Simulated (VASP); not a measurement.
# Mo (Im-3m) in VASP: single point with PBE

Aim: the single point of Mo with PBE.

Everything below comes from runs of VASP 6.6.1. Logs are shortened: lines on timing, memory, paths and dates and some standing lists are left out, and cuts for length are marked.

## 1. The cell of the first run

Symmetry: Im-3m, No. 229, cubic system. The conventional cell has a = 3.168 Å, b = 3.168 Å, c = 3.168 Å, α = 90.00°, β = 90.00°, γ = 90.00°. Mo (site symmetry m-3m) has 14 Mo at 2.74 to 3.17 Å within 3.6 Å.

## 2. Single point, PBE, non-collinear spin, zero start, spin-orbit coupling

INCAR

```
SYSTEM = Mo
PREC     = Accurate       ! precision mode
ENCUT    = 500            ! plane-wave cutoff, eV
EDIFF    = 1E-6           ! SCF threshold, eV
ISMEAR   = -1             ! smearing method
SIGMA    = 0.1            ! smearing width, eV
LREAL    = .FALSE.        ! projectors in reciprocal space
LASPH    = .TRUE.         ! aspherical terms in the spheres
NELM     = 200            ! most SCF steps
ALGO     = Normal         ! electronic algorithm
ISIF     = 2              ! what is computed and relaxed
LWAVE    = .FALSE.        ! write WAVECAR
LCHARG   = .TRUE.         ! write CHGCAR
MAGMOM   = 0 0 0          ! initial moments
LORBIT   = 11             ! projections on sites
LSORBIT  = .TRUE.         ! spin-orbit coupling
GGA_COMPAT= .FALSE.      
LORBMOM  = .TRUE.       
LMAXMIX  = 4              ! l up to which the mixer works
GGA      = PE             ! functional
LVHAR    = .TRUE.       
NBANDS   = 25             ! bands
```

KPOINTS

```
Automatic mesh
0
G
  10 10 10
  0 0 0
```

POSCAR

```
Mo
1.0
   -1.5838090000      1.5838090000      1.5838090000
    1.5838090000     -1.5838090000      1.5838090000
    1.5838090000      1.5838090000     -1.5838090000
Mo
1
Direct
    0.0000000000      0.0000000000      0.0000000000
```

Potentials or basis: VASP PAW PBE potentials, release 64 (Mo_sv).

Started as:

```bash
$ cat potpaw_PBE.64/Mo_sv/POTCAR > POTCAR
$ mpirun -np 1 vasp_ncl > vasp.out
```

OUTCAR:

```text
SYSTEM = Mo
   PREC = Accurate
   ENCUT = 500
   EDIFF = 1E-6
   ISMEAR = -1
   LREAL = .FALSE.
   LASPH = .TRUE.
   NELM = 200
   ISIF = 2
   LORBIT = 11
   LSORBIT = .TRUE.
   GGA = PE

 ion  position               nearest neighbor table
   1  0.000  0.000  0.000-

  LATTYP: Found a body centered cubic cell.
 ALAT       =     3.1676180000

  Lattice vectors:

 A1 = (  -1.5838090000,   1.5838090000,   1.5838090000)
 A2 = (   1.5838090000,  -1.5838090000,   1.5838090000)
 A3 = (   1.5838090000,   1.5838090000,  -1.5838090000)

Analysis of symmetry for initial positions (statically):
=====================================================================
 Subroutine PRICEL returns:
 Original cell was already a primitive cell.

 Routine SETGRP: Setting up the symmetry group for a
 body centered cubic supercell.

 Subroutine GETGRP returns: Found 48 space group operations
 (whereof 48 operations were pure point group operations)
 out of a pool of 48 trial point group operations.

The static configuration has the point symmetry O_h .

Analysis of symmetry for dynamics (positions and initial velocities):
=====================================================================
 Subroutine PRICEL returns:
 Original cell was already a primitive cell.

 Routine SETGRP: Setting up the symmetry group for a
 body centered cubic supercell.

 Subroutine GETGRP returns: Found 48 space group operations
 (whereof 48 operations were pure point group operations)
 out of a pool of 48 trial point group operations.

The dynamic configuration has the point symmetry O_h .

Analysis of structural, dynamic, and magnetic symmetry:
=====================================================================
 Subroutine PRICEL returns:
 Original cell was already a primitive cell.

 Routine SETGRP: Setting up the symmetry group for a
 body centered cubic supercell.

 Subroutine GETGRP returns: Found 48 space group operations
 (whereof 48 operations were pure point group operations)
 out of a pool of 48 trial point group operations.

The overall configuration has the point symmetry O_h .

 Subroutine INISYM returns: Found 48 space group operations
 (whereof 48 operations are pure point group operations),
 and found     1 'primitive' translations

----------------------------------------------------------------------------------------

                                     Primitive cell
[... 147 lines left out ...]
  band No.  band energies     occupation
      1     -48.9305      1.00000
      2     -48.9305      1.00000
      3     -23.9326      1.00000
      4     -23.9326      1.00000
      5     -21.4070      1.00000
      6     -21.4070      1.00000
[... 661 lines left out ...]
     24      27.9952      0.00000
     25      32.0660      0.00000

 [... further k-points ...]

------------------------ aborting loop because EDIFF is reached ----------------------------------------

  FORCE on cell =-STRESS in cart. coord.  units (eV):
  Direction    XX          YY          ZZ          XY          YZ          ZX
  --------------------------------------------------------------------------------------
  -------------------------------------------------------------------------------------
  Total       -0.1104077     -0.1104077     -0.1104077      0.0000000      0.0000000      0.0000000
  in kB      -11.1311874    -11.1311874    -11.1311874      0.0000000      0.0000000      0.0000000
  external PRESSURE =     -11.1311874 kB  Pullay stress =       0.0000000 kB

 VOLUME and BASIS-vectors are now :
 -----------------------------------------------------------------------------
  energy-cutoff  :      500.00
  volume of cell :       15.89
      direct lattice vectors                 reciprocal lattice vectors
    -1.583809000  1.583809000  1.583809000     0.000000000  0.315694632  0.315694632
     1.583809000 -1.583809000  1.583809000     0.315694632  0.000000000  0.315694632
     1.583809000  1.583809000 -1.583809000     0.315694632  0.315694632  0.000000000

 POSITION                                       TOTAL-FORCE (eV/Angst)
 -----------------------------------------------------------------------------------
      0.00000      0.00000      0.00000         0.000000      0.000000     -0.000000
 -----------------------------------------------------------------------------------
    total drift:                                0.000000     -0.000000      0.000000

  FREE ENERGIE OF THE ION-ELECTRON SYSTEM (eV)
  ---------------------------------------------------
  free  energy   TOTEN  =       -11.0378131877 eV

  energy  without entropy=      -11.0069949825  energy(sigma->0) =      -11.02240409

 orbital moment (x)

 # of ion     p       d       tot
 ----------------------------------------
  1         0.000   0.000   0.000
 ----------------------------------------
            0.000   0.000   0.000

 orbital moment (y)

 # of ion     p       d       tot
 ----------------------------------------
  1         0.000   0.000   0.000
 ----------------------------------------
            0.000   0.000   0.000

 orbital moment (z)

 # of ion     p       d       tot
 ----------------------------------------
  1         0.000   0.000   0.000
 ----------------------------------------
            0.000   0.000   0.000

 Spin-Orbit-Coupling matrix elements

 Ion:    1  E_soc:     -0.2055937
 l=   1
     0.0000000    -0.0300767    -0.0300767
    -0.0300767     0.0000000    -0.0300767
    -0.0300767    -0.0300767     0.0000000
 l=   2
     0.0000000    -0.0009923     0.0000000    -0.0009923    -0.0031966
    -0.0009923     0.0000000    -0.0023975    -0.0009923    -0.0007992
     0.0000000    -0.0023975     0.0000000    -0.0023975     0.0000000
    -0.0009923    -0.0009923    -0.0023975     0.0000000    -0.0007992
    -0.0031966    -0.0007992     0.0000000    -0.0007992     0.0000000
 l=   3
     0.0000000     0.0000000     0.0000000     0.0000000     0.0000000     0.0000000     0.0000000
     0.0000000     0.0000000     0.0000000     0.0000000     0.0000000     0.0000000     0.0000000
     0.0000000     0.0000000     0.0000000     0.0000000     0.0000000     0.0000000     0.0000000
     0.0000000     0.0000000     0.0000000     0.0000000     0.0000000     0.0000000     0.0000000
     0.0000000     0.0000000     0.0000000     0.0000000     0.0000000     0.0000000     0.0000000
     0.0000000     0.0000000     0.0000000     0.0000000     0.0000000     0.0000000     0.0000000
     0.0000000     0.0000000     0.0000000     0.0000000     0.0000000     0.0000000     0.0000000

 total charge

# of ion       s       p       d       tot
------------------------------------------
    1        2.375   6.198   3.897  12.470

 magnetization (x)

# of ion       s       p       d       tot
------------------------------------------
    1        0.000   0.000   0.000   0.000

 magnetization (y)

# of ion       s       p       d       tot
------------------------------------------
    1        0.000  -0.000   0.000   0.000

 magnetization (z)

# of ion       s       p       d       tot
------------------------------------------
    1       -0.000   0.000   0.000  -0.000
```

OSZICAR:

```text
N       E                     dE             d eps       ncg     rms          rms(c)
DAV:   1     0.133393183273E+03    0.13339E+03   -0.79840E+03  2350   0.113E+03
DAV:   2    -0.904897031615E+01   -0.14244E+03   -0.13749E+03  2678   0.375E+02
DAV:   3    -0.117031906818E+02   -0.26542E+01   -0.26283E+01  2599   0.523E+01
DAV:   4    -0.117130325211E+02   -0.98418E-02   -0.98405E-02  2647   0.345E+00
DAV:   5    -0.117131110798E+02   -0.78559E-04   -0.78558E-04  2639   0.273E-01    0.142E+01
DAV:   6    -0.111151390032E+02    0.59797E+00   -0.80213E-01  2460   0.110E+01    0.375E+00
DAV:   7    -0.110412156875E+02    0.73923E-01   -0.14537E-01  2627   0.441E+00    0.105E+00
DAV:   8    -0.110381494087E+02    0.30663E-02   -0.25592E-03  2514   0.644E-01    0.764E-01
DAV:   9    -0.110377856709E+02    0.36374E-03   -0.66696E-04  2519   0.337E-01    0.894E-02
DAV:  10    -0.110378101903E+02   -0.24519E-04   -0.14453E-05  2661   0.493E-02    0.529E-02
DAV:  11    -0.110378133881E+02   -0.31978E-05   -0.76535E-06  2490   0.338E-02    0.253E-03
DAV:  12    -0.110378131877E+02    0.20034E-06   -0.14565E-07  1398   0.470E-03
   1 F= -.11037813E+02 E0= -.11022404E+02  d E =-.308182E-01  mag=     0.0000    -0.0000    -0.0000
```

stdout:

```text
POSCAR found type information on POSCAR Mo
 POSCAR found :  1 types and       1 ions
 scaLAPACK will be used
 LDA part: xc-table for (Slater+PW92), standard interpolation
 POSCAR, INCAR and KPOINTS ok, starting setup
 FFT: planning ... GRIDC
 FFT: planning ... GRID_SOFT
 FFT: planning ... GRID
 WAVECAR not read
 entering main loop
```

Run time: 28 s. Hardware: 1 thread of Intel Xeon Platinum 8488C (Sapphire Rapids), shared host; peak memory 0.17 GiB.

Results:

```
Free energy                                           : -11.0378 eV
Pressure                                              : -1.1 GPa
Net moment                                            : 0.00 μB per cell
Valence electrons inside the program's atomic spheres : Mo 12.47
```

Moments on the atoms (μB; x, y, z):
```
Mo  0.00 0.00 0.00
```
